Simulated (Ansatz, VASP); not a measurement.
# Two plane-wave programs on Se

```
CELL_PARAMETERS angstrom
-1.23860 1.23860 1.23860
1.23860 -1.23860 1.23860
1.23860 1.23860 -1.23860
ATOMIC_POSITIONS crystal
Se 0.00000 0.00000 0.00000
```

Alike in both runs: task single point; functional LDA; k mesh 15 × 15 × 15; occupations fermi-dirac, width 0.08 eV; no spin polarisation.

|  | VASP | Ansatz |
| --- | --- | --- |
| version | VASP 6.6.1 | Ansatz 0.2.0 |
| potentials or method | VASP PAW LDA potentials, release 64 (Se) | PAW with other files of Ansatz's library (level accurate), scalar-relativistic |
| plane-wave cutoff (eV) | 520 | 580 |
| valence electrons in the cell | 6 | 16 |

Ansatz gave:

| Item | Value |
| --- | --- |
| pressure (GPa) | 581.8 |

**Question.** Estimate VASP's values.

**Answer.** Pressure (GPa): 599.3.

LDA's correlation is that of Perdew and Zunger in VASP and of Perdew and Wang (1992) in Ansatz. Both programs put the cell under a high pressure, so it lies far from rest at this level. VASP's potentials hold 6 valence electrons a cell and Ansatz's 16, so a difference there can come from the potentials and not from the codes.

Noted on VASP's run: the cell as given lies far from equilibrium.
